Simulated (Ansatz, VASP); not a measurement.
## Hg: VASP beside Ansatz

INCAR

```
PREC = Accurate
ENCUT = 520
EDIFF = 1E-7
ISMEAR = -1
SIGMA = 0.1
LREAL = False
LASPH = True
NELM = 80
ALGO = Normal
ISIF = 2
LWAVE = False
LCHARG = False
GGA = PE
NBANDS = 19
```

File KPOINTS:

```
regular mesh
0
Gamma
  8 8 8
```

The input POSCAR:

```
Hg
1.0
    0.0000000000      3.6620711310      3.6620711310
    3.6620711310      0.0000000000      3.6620711310
    3.6620711310      3.6620711310      0.0000000000
Hg
2
Direct
    0.1250000000      0.1250000000      0.1250000000
    0.8750000000      0.8750000000      0.8750000000
```

Input for Ansatz:

```yaml
crystal:
  lattice:
    - [0.0, 3.662071131, 3.662071131]
    - [3.662071131, 0.0, 3.662071131]
    - [3.662071131, 3.662071131, 0.0]
  atoms:
    - { symbol: Hg, position: [0.125, 0.125, 0.125] }
    - { symbol: Hg, position: [0.875, 0.875, 0.875] }
hamiltonian:
  xc: pbe
  pseudopotentials:
    kind: paw
    azcp:
      Hg: "pseudopotentials/Hg.paw.azcp"
basis:
  ecutwfc: 420
  fft_grid_basis: typed
kpoints:
  mp_grid: { grid: [8, 8, 8], shift: [0, 0, 0] }
magnetization:
  spin_polarized: false
scf:
  occupations: { method: fermi_dirac, width: 0.1 }
  lower_state_search: "off"
output:
  stress: true
  write_density: true
  write_potential: true
  elf: true
  volumetric_format: npy
```

Alike in both runs: task single point; functional PBE; k mesh 8 × 8 × 8; occupations fermi-dirac, width 0.1 eV; no spin polarisation.

|  | VASP | Ansatz |
| --- | --- | --- |
| version | VASP 6.6.1 | Ansatz 0.2.0 |
| potentials or method | VASP PAW PBE potentials, release 64 (Hg), cutoff 520 eV | plane waves (420 eV) with PAW, scalar-relativistic |
| valence electrons in the cell | 24 | 40 |

```tsv
	VASP	Ansatz	Ansatz less VASP
pressure (GPa)	0.1	0.1	-0.03
```

VASP's potentials hold 24 valence electrons a cell and Ansatz's 40, so a difference there can come from the potentials and not from the codes.

Neither program's run includes spin-orbit coupling.
